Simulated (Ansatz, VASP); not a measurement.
# Cd2As: VASP beside Ansatz

Contents of INCAR:

```
PREC = Accurate ; ENCUT = 600
EDIFF = 1E-6 ; ISMEAR = 0
SIGMA = 0.1 ; LREAL = F
LASPH = T ; NELM = 60
ALGO = Fast ; ISIF = 3
LWAVE = F ; LCHARG = F
GGA = PE ; IBRION = 2
NSW = 100 ; EDIFFG = -0.01
```

KPOINTS

```
Automatic mesh
0
Gamma
  12 12 16
```

POSCAR

```
Cd2As
1.0
    5.1768312432      0.0000000000      0.0000000000
   -2.5884156216      4.4832673677      0.0000000000
    0.0000000000      0.0000000000      2.9229892811
Cd As
2 1
Direct
    0.3333333333      0.6666666667      0.5000000000
    0.6666666667      0.3333333333      0.5000000000
    0.0000000000      0.0000000000      0.0000000000
```

Input for Ansatz:

```yaml
crystal:
  lattice:
    - [5.1768312432, 0.0, 0.0]
    - [-2.5884156216, 4.4832673677, 0.0]
    - [0.0, 0.0, 2.9229892811]
  atoms:
    - { symbol: Cd, position: [0.3333333333, 0.6666666667, 0.5] }
    - { symbol: Cd, position: [0.6666666667, 0.3333333333, 0.5] }
    - { symbol: As, position: [0.0, 0.0, 0.0] }
basis:
  ecutwfc: 420
kpoints:
  mp_grid: { grid: [12, 12, 16] }
hamiltonian:
  xc: pbe
scf:
  occupations: { method: gaussian, width: 0.1 }
output:
  forces: true
  stress: true
  eigenvalues: true
relax:
  adjacent_minimum: "off"
  f_tol: 0.01
  max_steps: 80
  cell: { stress_tol: 0.05 }
```

Alike in both runs: task relaxation of cell and atoms; functional PBE; k mesh 12 × 12 × 16; occupations gaussian, width 0.1 eV; no spin polarisation.

```csv
,VASP,Ansatz
version,VASP 6.6.1,Ansatz 0.2.0
potentials or method,"VASP PAW PBE potentials, release 64 (Cd, As), cutoff 600 eV","scalar-relativistic, plane waves, PAW"
valence electrons in the cell,29,55
```

```tsv
	VASP	Ansatz	Ansatz less VASP
gap on the k mesh at the Fermi level, each at its own relaxed structure (eV)	none	none	-
relaxed volume (Å³/atom)	22.61	22.53	-0.077
relaxed length of the cell vector where the two differ most in proportion (Å)	5.121	5.114	-0.0069
```

A gap of «none» marks a metal or a gap that the smearing closes. VASP's potentials hold 29 valence electrons a cell and Ansatz's 55, so a difference there can come from the potentials and not from the codes.
